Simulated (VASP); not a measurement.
Wanted: the native input for a VASP 6.6.1 run.

```yaml
Task: single point
Functional: PBE
Dispersion: D3(BJ)
Potentials_or_basis: VASP PAW PBE potentials, release 64 (Ga_d, As, O, C)
Cutoff: 520 eV
k_mesh: 7 × 5 × 1
Occupations: gaussian, width 0.05 eV
Spin: no spin polarisation
Dipole_correction: yes
Further_INCAR_settings: ALGO = Normal; EDIFF = 1e-07; NBANDS = 42
```

The structure of Ga3As3CO lies in POSCAR:

```
Ga3As3CO
1.0
    4.0137031111      0.0000000000      0.0000000000
    0.0000000000      5.6762333751      0.0000000000
    0.0000000000      0.0000000000     23.3352699083
Ga As O C
3 3 1 1
Direct
    0.5000000000      0.5000000000      0.1714143447
    0.0000000000      0.0653835255      0.2680035048
    0.5000000000      0.4894639609      0.3228546357
    0.0000000000      0.2500000000      0.1714143447
    0.5000000000      0.8102208698      0.2504948966
    0.0000000000      0.2887573198      0.3593388866
    0.5000000000      1.1220906532      0.4964703624
    0.5000000000      1.1220906532      0.5457519865
```

One way to write it, as run:

INCAR

```
SYSTEM = Ga3As3CO
PREC = Accurate
ENCUT = 520
EDIFF = 1E-7
ISMEAR = 0
SIGMA = 0.05
LREAL = .FALSE.
LASPH = .TRUE.
NELM = 100
ALGO = Normal
ISIF = 2
LWAVE = .FALSE.
LCHARG = .FALSE.
LDIPOL = .TRUE.
IDIPOL = 3
DIPOL = 0.5 0.5 0.323
GGA = PE
IVDW = 12
NBANDS = 42
```

KPOINTS

```
regular mesh
0
G
  7 5 1
  0 0 0
```

Potentials or basis: VASP PAW PBE potentials, release 64 (Ga_d, As, O, C).

Command:

```console
$ cat potpaw_PBE.64/Ga_d/POTCAR potpaw_PBE.64/As/POTCAR potpaw_PBE.64/O/POTCAR potpaw_PBE.64/C/POTCAR > POTCAR
$ mpirun -np 1 vasp_std > vasp.out
```

Results of the run:

- Largest force: 1.110 eV/Å
- Band gap on the k mesh: 0.40 eV, indirect (least direct gap 0.75 eV)
- Dispersion energy per atom: -0.158 eV

Wall time 7.8 min on 1 thread of Oxide Virtual Turin-like Processor, on a shared host, peak memory 0.63 GiB.
